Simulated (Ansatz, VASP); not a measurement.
This is a calculation of BaTiO3 for VASP 6.6.1.

The input INCAR:

```
PREC = Accurate
ENCUT = 520
EDIFF = 1E-6
ISMEAR = -1
SIGMA = 0.05
LREAL = False
LASPH = True
NELM = 100
ALGO = Normal
ISIF = 2
LWAVE = False
LCHARG = False
NBANDS = 28
```

Contents of KPOINTS:

```
regular mesh
0
Gamma
  7 7 7
```

POSCAR

```
BaTiO3
1.0
    2.8083904218      1.6214249660      2.3028333365
   -2.8083904218      1.6214249660      2.3028333365
    0.0000000000     -3.2428499320      2.3028333365
Ba Ti O
1 1 3
Direct
    0.0000000000      0.0000000000      0.0000000000
    0.4845000000      0.4845000000      0.4845000000
    0.5086000000      0.0175000000      0.5086000000
    0.0175000000      0.5086000000      0.5086000000
    0.5086000000      0.5086000000      0.0175000000
```

Potentials or basis: VASP PAW LDA potentials, release 64 (Ba_sv, Ti_sv, O).

The run is started by

```console
$ cat potpaw_LDA.64/Ba_sv/POTCAR potpaw_LDA.64/Ti_sv/POTCAR potpaw_LDA.64/O/POTCAR > POTCAR
$ mpirun -np 1 vasp_std > vasp.out
```

Set up the same calculation for Ansatz 0.2.0. Potentials there: all-electron LAPW, scalar-relativistic.

As run (the cutoff follows the program's own potentials):

Contents of input.yaml:

```yaml
crystal:
  lattice:
    - [2.8083904218, 1.621424966, 2.3028333365]
    - [-2.8083904218, 1.621424966, 2.3028333365]
    - [0.0, -3.242849932, 2.3028333365]
  atoms:
    - { symbol: Ba, position: [0.0, 0.0, 0.0] }
    - { symbol: Ti, position: [0.4845, 0.4845, 0.4845] }
    - { symbol: O, position: [0.5086, 0.0175, 0.5086] }
    - { symbol: O, position: [0.0175, 0.5086, 0.5086] }
    - { symbol: O, position: [0.5086, 0.5086, 0.0175] }
kpoints:
  mp_grid: { grid: [7, 7, 7] }
scf:
  occupations: { method: fermi_dirac, width: 0.05 }
hamiltonian:
  xc: lda
  pseudopotentials: { kind: all_electron, lapw: { basis_error: 0.002 } }
output:
  forces: true
  stress: true
  eigenvalues: true
```

Potentials or basis: all-electron LAPW, scalar-relativistic.

Launch:

```console
$ ansatz run input.yaml --threads 4 --pin off --max-ram 12288MiB --backend cpu --events-out ev --progress --plain --runs-dir out
```

Both were run:

|  | VASP | Ansatz | Ansatz less VASP |
| --- | --- | --- | --- |
| gap on the k mesh at the Fermi level (eV) | 2.41 | 2.46 | +0.057 |
| least direct gap on the mesh (eV) | 2.72 | 2.74 | +0.016 |
| pressure (GPa) | -0.3 | -2.5 | -2.22 |
| traceless stress, the component that is largest in VASP (GPa) | -0.26 | -0.19 | +0.075 |
| rms of the force components (eV/Å) | 0.125 | 0.092 | -0.0336 |

LDA's correlation is that of Perdew and Zunger in VASP and of Perdew and Wang (1992) in Ansatz. Atom by atom the forces differ by 0.041 eV/Å (rms over components). Ansatz ran all-electron here, and VASP with PAW potentials.

Spin-orbit coupling is off throughout.
